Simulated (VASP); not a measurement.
Wanted: the native input for a VASP 6.6.1 run.

```yaml
Task: single point
Functional: PBE
Potentials_or_basis: VASP PAW PBE potentials, release 64 (Cu)
Cutoff: 520 eV
k_mesh: 18 × 18 × 18
Occupations: gaussian, width 0.15 eV
Spin: no spin polarisation
Dipole_correction: no
Further_INCAR_settings: ALGO = Fast; EDIFF = 1e-06; NBANDS = 18
```

The structure of Cu lies in POSCAR:

```
Cu
1.0
    1.2138684686     -3.9502683086      0.0000000000
    1.2138684686      3.9502683086      0.0000000000
    0.0000000000      0.0000000000      2.5142119659
Cu
2
Direct
    0.0210080975      0.7529377565      0.2500000000
    0.9789919025      0.2470622435      0.7500000000
```

This cell differs from its parent crystal: atoms displaced along a vibrational mode, the cell strained.

One way to write it, as run:

INCAR

```
ALGO = Fast
EDIFF = 1E-6
ENCUT = 520
GGA = PE
ISIF = 2
ISMEAR = 0
LASPH = True
LCHARG = False
LREAL = False
LWAVE = False
NBANDS = 18
NELM = 60
PREC = Accurate
SIGMA = 0.15
```

KPOINTS

```
k-points
0
Gamma
  18 18 18
```

Potentials or basis: VASP PAW PBE potentials, release 64 (Cu).

Launch:

```sh
$ cat potpaw_PBE.64/Cu/POTCAR > POTCAR
$ mpirun -np 1 vasp_std > vasp.out
```

It gave:

```json
{
 "Pressure": "8.7 GPa",
 "Largest force": "1.266 eV/Å",
 "Band gap on the k mesh": "zero (bands 11 and 12 overlap by 6.80 eV)"
}
```

Caveat: the cell differs from its parent crystal (atoms displaced along a vibrational mode, the cell strained); the stress differs along the axes, from 6 to 13 GPa; forces of over 1 eV/Å act on the atoms, so gaps and moduli don't describe the material at rest.

Run time: 21 min on 1 thread of Oxide Virtual Turin-like Processor, with other jobs on the host, peak memory 0.61 GiB.
